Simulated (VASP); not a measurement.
# BN (P4_2/mnm) in VASP: notebook, part 2 of 2

VASP 6.6.1.

## 3. Single point, PBEsol

This run uses another cell than the first one, of the same volume but with other edges.

File INCAR:

```
SYSTEM = BN
PREC = Accurate
ENCUT = 520
EDIFF = 1E-6
ISMEAR = 0
SIGMA = 0.05
LREAL = .FALSE.
LASPH = .TRUE.
NELM = 100
ALGO = Normal
ISIF = 2
LWAVE = .FALSE.
LCHARG = .FALSE.
GGA = PS
NBANDS = 26
```

File KPOINTS:

```
Automatic mesh
0
G
  6 6 10
  0 0 0
```

File POSCAR:

```
BN
1.0
    4.2993000000      0.0000000000      0.0000000000
    0.0000000000      4.2993000000      0.0000000000
    0.0000000000      0.0000000000      2.6142000000
B N
4 4
Direct
    0.1741337327      0.8258662673      0.5000000000
    0.3258662673      0.3258662673      0.0000000000
    0.6741337327      0.6741337327      0.0000000000
    0.8258662673      0.1741337327      0.5000000000
    0.8123909516      0.8123909516      0.5000000000
    0.3123909516      0.6876090484      0.0000000000
    0.6876090484      0.3123909516      0.0000000000
    0.1876090484      0.1876090484      0.5000000000
```

Potentials or basis: VASP PAW PBE potentials, release 64 (B, N).

Run with:

```
> cat potpaw_PBE.64/B/POTCAR potpaw_PBE.64/N/POTCAR > POTCAR
> mpirun -np 1 vasp_std > vasp.out
```

OUTCAR:

```text
SYSTEM = BN
   PREC = Accurate
   ENCUT = 520
   EDIFF = 1E-6
   ISMEAR = 0
   LREAL = .FALSE.
   LASPH = .TRUE.
   NELM = 100
   ISIF = 2
   GGA = PS

 ion  position               nearest neighbor table
   1  0.174  0.826  0.500-   6 1.55   6 1.55   8 1.56   5 1.56   4 2.12
   2  0.326  0.326  0.000-   8 1.55   8 1.55   6 1.56   7 1.56   3 2.12
   3  0.674  0.674  0.000-   5 1.55   5 1.55   7 1.56   6 1.56   2 2.12
   4  0.826  0.174  0.500-   7 1.55   7 1.55   8 1.56   5 1.56   1 2.12
   5  0.812  0.812  0.500-   3 1.55   3 1.55   4 1.56   1 1.56
   6  0.312  0.688  0.000-   1 1.55   1 1.55   3 1.56   2 1.56
   7  0.688  0.312  0.000-   4 1.55   4 1.55   2 1.56   3 1.56
   8  0.188  0.188  0.500-   2 1.55   2 1.55   4 1.56   1 1.56

  LATTYP: Found a simple tetragonal cell.
 ALAT       =     4.2993000000
 C/A-ratio  =     0.6080524737

  Lattice vectors:

 A1 = (   4.2993000000,   0.0000000000,   0.0000000000)
 A2 = (   0.0000000000,   4.2993000000,   0.0000000000)
 A3 = (   0.0000000000,   0.0000000000,   2.6142000000)

Analysis of symmetry for initial positions (statically):
=====================================================================
 Subroutine PRICEL returns:
 Original cell was already a primitive cell.

 Routine SETGRP: Setting up the symmetry group for a
 simple tetragonal supercell.

 Subroutine GETGRP returns: Found 16 space group operations
 (whereof  8 operations were pure point group operations)
 out of a pool of 16 trial point group operations.

The static configuration has the point symmetry D_2h.
 The point group associated with its full space group is D_4h.

Analysis of symmetry for dynamics (positions and initial velocities):
=====================================================================
 Subroutine PRICEL returns:
[... 145 lines left out ...]
  Thomas-Fermi vector in A             =   2.547186
   LORBIT       =      0    0 simple, 1 ext, 2 COOP (PROOUT), +10 PAW based schemes
   GGA     = PS    functional components
   LHFCALC =     F    Hartree Fock is set to
   AEXX    =    0.0000 exact exchange contribution
   IVDW    =     0    specifies the selected vdW correction
   LEPSILON=     F    determine dielectric tensor
   LRPA    =     F    only Hartree local field effects (RPA)
 non-spin polarized calculation
 Gauss-broadening in eV      SIGMA  =   0.05
  energy-cutoff  :      520.00
  volume of cell :       48.32
 maximum number of plane-waves:      1336
 NGX is ok and might be reduce to    32

 number of electron      31.9999994 magnetization

 Free energy of the ion-electron system (eV)
  ---------------------------------------------------
  ext. energy  EPLUGINS =         0.00000000
  ---------------------------------------------------
  free energy    TOTEN  =       -72.23420715 eV

  energy without entropy =      -72.23420715  energy(sigma->0) =      -72.23420715

 E-fermi :   7.5554     XC(G=0): -12.8139

 val. band max:        7.2972906565   @ k =   0.0000   0.0000   0.0000
 cond. band min:      11.8009409985   @ k =   0.0000   0.0000   0.3000
 fundamental gap:      4.5036503420
 Fermi energy:         7.5553751020

 k-point     1 :       0.0000    0.0000    0.0000
  band No.  band energies     occupation
      1     -13.2391      2.00000
      2      -8.8723      2.00000
      3      -8.7513      2.00000
      4      -8.7513      2.00000
      5      -2.3546      2.00000
      6      -2.3026      2.00000
[... 685 lines left out ...]
     25      19.4931      0.00000
     26      19.5725      0.00000

 [... further k-points ...]

------------------------ aborting loop because EDIFF is reached ----------------------------------------

  FORCE on cell =-STRESS in cart. coord.  units (eV):
  Direction    XX          YY          ZZ          XY          YZ          ZX
  --------------------------------------------------------------------------------------
  -------------------------------------------------------------------------------------
  Total        6.2544342      6.2544342     -7.0152058      0.0000000      0.0000000      0.0000000
  in kB      207.3787732    207.3787732   -232.6037352      0.0000000      0.0000000      0.0000000
  external PRESSURE =      60.7179371 kB  Pullay stress =       0.0000000 kB

 VOLUME and BASIS-vectors are now :
 -----------------------------------------------------------------------------
  energy-cutoff  :      520.00
  volume of cell :       48.32
      direct lattice vectors                 reciprocal lattice vectors
     4.299300000  0.000000000  0.000000000     0.232596004  0.000000000  0.000000000
     0.000000000  4.299300000  0.000000000     0.000000000  0.232596004  0.000000000
     0.000000000  0.000000000  2.614200000     0.000000000  0.000000000  0.382526203

 POSITION                                       TOTAL-FORCE (eV/Angst)
 -----------------------------------------------------------------------------------
      0.74865      3.55065      1.30710         0.176357     -0.176357      0.000000
      1.40100      1.40100      0.00000        -0.176357     -0.176357      0.000000
      2.89830      2.89830      0.00000         0.176357      0.176357      0.000000
      3.55065      0.74865      1.30710        -0.176357      0.176357      0.000000
      3.49271      3.49271      1.30710        -0.479062     -0.479062      0.000000
      1.34306      2.95624      0.00000        -0.479062      0.479062      0.000000
      2.95624      1.34306      0.00000         0.479062     -0.479062      0.000000
      0.80659      0.80659      1.30710         0.479062      0.479062      0.000000
 -----------------------------------------------------------------------------------
    total drift:                                0.000000     -0.000000     -0.000000

  FREE ENERGIE OF THE ION-ELECTRON SYSTEM (eV)
  ---------------------------------------------------
  free  energy   TOTEN  =       -72.2342071483 eV

  energy  without entropy=      -72.2342071483  energy(sigma->0) =      -72.23420715
```

stdout:

```text
POSCAR found type information on POSCAR B N
 POSCAR found :  2 types and       8 ions
 scaLAPACK will be used
 -----------------------------------------------------------------------------
|                                                                             |
|                                                                             |
|     You enforced a specific xc type in the INCAR file but a different       |
|     I HOPE YOU KNOW WHAT YOU ARE DOING!                                     |
|                                                                             |
 -----------------------------------------------------------------------------

 LDA part: xc-table for (Slater+PW92), standard interpolation
 POSCAR, INCAR and KPOINTS ok, starting setup
 FFT: planning ... GRIDC
 FFT: planning ... GRID_SOFT
 FFT: planning ... GRID
 WAVECAR not read
 entering main loop
```

It took 62 s on 1 thread of Intel Xeon 8259CL, shared host; peak memory 0.19 GiB.

Results:

- Free energy: -72.2342 eV
- Pressure: 6.1 GPa
- Largest force: 0.677 eV/Å
- Band gap on the k mesh: 4.50 eV (least direct gap 5.58 eV)

Forces on the atoms (eV/Å):
```
B    0.176 -0.176  0.000
B   -0.176 -0.176  0.000
B    0.176  0.176  0.000
B   -0.176  0.176  0.000
N   -0.479 -0.479  0.000
N   -0.479  0.479  0.000
N    0.479 -0.479  0.000
N    0.479  0.479  0.000
```

Stress tensor (GPa, compression positive):
```
 20.74   0.00   0.00
  0.00  20.74   0.00
  0.00   0.00 -23.26
```

Caveat: the stress differs along the axes, from -23 to 21 GPa; the PAW data sets were made with another functional, which shifts forces and pressure a little. A k mesh can miss the band edges.
